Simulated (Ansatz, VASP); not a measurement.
# Al3Ni3N in VASP and in Ansatz

Contents of INCAR:

```
PREC = Accurate
ENCUT = 520
EDIFF = 1E-6
ISMEAR = 0
SIGMA = 0.1
LREAL = F
LASPH = T
NELM = 60
ALGO = Normal
ISIF = 2
LWAVE = F
LCHARG = F
LDIPOL = T
IDIPOL = 3
DIPOL = 0.5 0.5 0.488
GGA = PS
NBANDS = 31
```

KPOINTS

```
Automatic mesh
0
Gamma
  10 10 1
```

Contents of POSCAR:

```
Al3Ni3N
1.0
    2.8621655562      0.0000000000      0.0000000000
    0.0000000000      2.8621655562      0.0000000000
    0.0000000000      0.0000000000     26.1554138905
Ni Al N
3 3 1
Direct
    0.5000000000      0.5000000000      0.3249805198
    0.5000000000      0.5000000000      0.4344097021
    0.5000000000      0.5000000000      0.5461082211
    0.0000000000      0.0000000000      0.3796951109
    0.0000000000      0.0000000000      0.4892465812
    0.0000000000      0.0000000000      0.5974673309
    0.3333333333      0.3333333333      0.6455133235
```

Input for Ansatz:

```yaml
crystal:
  lattice:
    - [2.8621655562, 0.0, 0.0]
    - [0.0, 2.8621655562, 0.0]
    - [0.0, 0.0, 26.1554138905]
  atoms:
    - { symbol: Ni, position: [0.5, 0.5, 0.3249805198] }
    - { symbol: Al, position: [0.0, 0.0, 0.3796951109] }
    - { symbol: Ni, position: [0.5, 0.5, 0.4344097021] }
    - { symbol: Al, position: [0.0, 0.0, 0.4892465812] }
    - { symbol: Ni, position: [0.5, 0.5, 0.5461082211] }
    - { symbol: Al, position: [0.0, 0.0, 0.5974673309] }
    - { symbol: "N", position: [0.3333333333, 0.3333333333, 0.6455133235] }
basis:
  ecutwfc: 420
kpoints:
  mp_grid: { grid: [10, 10, 1] }
hamiltonian:
  xc: pbesol
scf:
  occupations: { method: gaussian, width: 0.1 }
output:
  forces: true
  stress: true
  eigenvalues: true
  write_density: true
  write_potential: true
  elf: true
  volumetric_format: npy
efield:
  axis: 3
  dipole_correction: true
  ramp_width: 0.04
```

Alike in both runs: task single point; functional PBEsol; k mesh 10 × 10 × 1; occupations gaussian, width 0.1 eV; no spin polarisation.

```csv
,VASP,Ansatz
version,VASP 6.6.1,Ansatz 0.2.0
potentials or method,"VASP PAW PBE potentials, release 64 (Ni, Al, N), cutoff 520 eV","scalar-relativistic, plane waves, PAW"
valence electrons in the cell,44,68
```

Ansatz gave:

| Property | Result |
| --- | --- |
| gap on the k mesh at the Fermi level (eV) | none |
| rms of the force components (eV/Å) | 0.889 |

Question: What did VASP give for the same quantities?

Answer: gap on the k mesh at the Fermi level (eV): none; rms of the force components (eV/Å): 0.886.

VASP's potentials were made for PBE, not for PBEsol. A gap of «none» marks a metal or a gap that the smearing closes. VASP's potentials hold 44 valence electrons a cell and Ansatz's 68, so a difference there can come from the potentials and not from the codes. Ansatz's warnings: xc potential rough in thin density.
